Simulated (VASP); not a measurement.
Wanted: the native input for a VASP 6.6.1 run.

```yaml
Task: single point
Functional: LDA
Potentials_or_basis: VASP PAW LDA potentials, release 64 (Sr_sv, Rb_sv)
Cutoff: 520 eV
k_mesh: 3 × 3 × 4
Occupations: methfessel-paxton, width 0.05 eV
Spin: no spin polarisation
Dipole_correction: no
Further_INCAR_settings: ALGO = Fast; EDIFF = 1e-06; NBANDS = 26
```

The structure of Rb3Sr lies in POSCAR:

```
Rb3Sr
1.0
   -3.4117710000      3.4117710000      6.9324600000
    3.4117710000     -3.4117710000      6.9324600000
    3.4117710000      3.4117710000     -6.9324600000
Sr Rb
1 3
Direct
    0.0042460000      0.0041300000      0.0073340000
    0.4967860000      0.4913260000     -0.0091390000
    0.2603630000      0.7496880000      0.5088580000
    0.7544540000      0.2559210000      0.5115430000
```

The input as run:

INCAR

```
PREC = Accurate
ENCUT = 520
EDIFF = 1E-6
ISMEAR = 1
SIGMA = 0.05
LREAL = False
LASPH = True
NELM = 80
ALGO = Fast
ISIF = 2
LWAVE = False
LCHARG = False
GGA = CA
NBANDS = 26
```

KPOINTS

```
Automatic mesh
0
Gamma
  3 3 4
```

Potentials or basis: VASP PAW LDA potentials, release 64 (Sr_sv, Rb_sv).

Command:

```sh
$ cat potpaw_LDA.64/Sr_sv/POTCAR potpaw_LDA.64/Rb_sv/POTCAR > POTCAR
$ mpirun -np 1 vasp_std > vasp.out
```

Results of the run:

The pressure is -0.6 GPa. The largest force is 0.037 eV/Å.

Run time: 5.2 min on 1 thread of AMD EPYC 9R45 96-Core Processor (Zen 5), on a shared host, peak memory 0.45 GiB.
